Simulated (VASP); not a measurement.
BeAl3: single point with PBE

BeAl3:

```
Al Be
1.0
    -1.94219    1.94219    3.81337
     1.94219   -1.94219    3.81337
     1.94219    1.94219   -3.81337
Al Be
3 1
Direct
  0.50000 0.50000 0.00000
  0.25000 0.75000 0.50000
  0.75000 0.25000 0.50000
  0.00000 0.00000 0.00000
```

```yaml
Program: VASP 6.6.1
Task: single point
Functional: PBE
Potentials_or_basis: VASP PAW PBE potentials, release 64 (Al, Be)
Cutoff: 520 eV
k_mesh: 8 × 8 × 8
Occupations: fermi-dirac, width 0.05 eV
Spin: no spin polarisation
Dipole_correction: no
Further_INCAR_settings: ALGO = Normal; EDIFF = 1e-06; NBANDS = 14
```

- Pressure: 1.7 GPa
- Band gap on the k mesh: zero (an odd number of electrons rules out a gap without spin polarisation)

Stress tensor (GPa, compression positive):
```
1.58 0.00 0.00
0.00 1.58 0.00
0.00 0.00 1.88
```

Levels at points of the mesh, in eV from the Fermi level:
| k point | band 3 | band 4 | band 5 | band 6 | band 7 | band 8 |
| --- | --- | --- | --- | --- | --- | --- |
| (0.00, 0.00, 0.00) | -0.45 | -0.45 | -0.38 | -0.35 | -0.35 | 0.26 |
| (0.50, 0.00, 0.00) | -3.51 | -3.33 | -0.03 | 0.24 | 1.70 | 2.51 |
| (0.50, 0.50, 0.00) | -4.63 | -4.32 | -3.91 | -3.13 | 1.71 | 2.43 |
| (0.50, 0.50, 0.50) | -2.74 | -2.74 | -0.77 | -0.77 | 5.84 | 6.34 |

It took 53 s on 1 thread of Intel Xeon 8259CL (shared host), peak memory 0.21 GiB.
